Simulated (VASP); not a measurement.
Here is a VASP 6.6.1 calculation.

Contents of INCAR:

```
PREC = Accurate
ENCUT = 520
EDIFF = 1E-6
ISMEAR = 0
SIGMA = 0.1
LREAL = F
LASPH = T
NELM = 150
ALGO = Normal
ISIF = 2
LWAVE = F
LCHARG = F
ISPIN = 2
MAGMOM = 0 0 0 0 1 1 1 1 1 1 1 1
LORBIT = 11
GGA = PE
NBANDS = 42
```

The input KPOINTS:

```
Automatic mesh
0
Gamma
  4 8 4
```

The input POSCAR:

```
SiCN
1.0
    5.1986177381      0.0000000000      0.0000000000
    0.0000000000      2.5472614594      0.0000000000
    0.0000000000      0.0000000000      6.1844569086
Si C N
4 4 4
Direct
    0.1180000000      0.2500000000      0.8700000000
    0.8820000000      0.7500000000      0.1300000000
    0.6180000000      0.2500000000      0.6300000000
    0.3820000000      0.7500000000      0.3700000000
    0.8350000000      0.2500000000      0.9400000000
    0.1650000000      0.7500000000      0.0600000000
    0.3350000000      0.2500000000      0.5600000000
    0.6650000000      0.7500000000      0.4400000000
    0.5150000000      0.2500000000      0.1750000000
    0.4850000000      0.7500000000      0.8250000000
    0.0150000000      0.2500000000      0.3250000000
    0.9850000000      0.7500000000      0.6750000000
```

Potentials or basis: VASP PAW PBE potentials, release 64 (Si, C, N).

Command:

```sh
$ cat potpaw_PBE.64/Si/POTCAR potpaw_PBE.64/C/POTCAR potpaw_PBE.64/N/POTCAR > POTCAR
$ mpirun -np 1 vasp_std > vasp.out
```

Q: Predict the largest force.

A: 15.310 eV/Å.

Q: Predict the net moment.

A: 0.00 μB per cell.

Stress tensor (GPa, compression positive):
```
185.08   0.00   0.00
  0.00 100.68   0.00
  0.00   0.00  84.33
```

Caveat: forces of over 1 eV/Å act on the atoms, so gaps and moduli don't describe the material at rest.
